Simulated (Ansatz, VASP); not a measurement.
## InP in VASP and in Ansatz

```
CELL_PARAMETERS angstrom
0.00000 2.97969 2.97969
2.97969 0.00000 2.97969
2.97969 2.97969 0.00000
ATOMIC_POSITIONS crystal
In 0.00000 0.00000 0.00000
P 0.25000 0.25000 0.25000
```

Alike in both runs: task single point; functional PBE; k mesh 10 × 10 × 10; no spin polarisation.

```csv
,VASP,Ansatz
version,VASP 6.6.1,Ansatz 0.2.0
potentials or method,"VASP PAW PBE potentials, release 64 (In_d, P), cutoff 500 eV","scalar-relativistic, plane waves, PAW"
occupations,"gaussian, width 0.01 eV",fixed
valence electrons in the cell,18,18
```

```tsv
	VASP	Ansatz	Ansatz less VASP
gap on the k mesh at the Fermi level (eV)	0.44	0.44	+0.002
least direct gap on the mesh (eV)	0.44	0.44	+0.002
pressure (GPa)	0.0	0.0	+0.05
```
